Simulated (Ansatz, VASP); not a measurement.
# One calculation of Si, two programs

```
CELL_PARAMETERS angstrom
0.00000 2.71356 2.71356
2.71356 0.00000 2.71356
2.71356 2.71356 0.00000
ATOMIC_POSITIONS crystal
Si 0.75000 0.75000 0.75000
Si 0.50000 0.50000 0.50000
```

Alike in both runs: task relaxation of cell and atoms; functional r2SCAN; k mesh 14 × 14 × 14; occupations gaussian, width 0.02 eV; no spin polarisation.

|  | VASP | Ansatz |
| --- | --- | --- |
| version | VASP 6.6.1 | Ansatz 0.2.0 |
| potentials or method | VASP PAW PBE potentials, release 64 (Si) | scalar-relativistic, plane waves, PAW |
| plane-wave cutoff (eV) | 600 | 500 |
| valence electrons in the cell | 8 | 8 |

|  | VASP | Ansatz | Ansatz less VASP |
| --- | --- | --- | --- |
| gap on the k mesh at the Fermi level, each at its own relaxed structure (eV) | 0.78 | 0.77 | -0.011 |
| relaxed volume (Å³/atom) | 20.12 | 20.17 | +0.050 |
| relaxed length of the cell vector where the two differ most in proportion (Å) | 3.846 | 3.850 | +0.0032 |

VASP's potentials were made for PBE, not for r2SCAN.
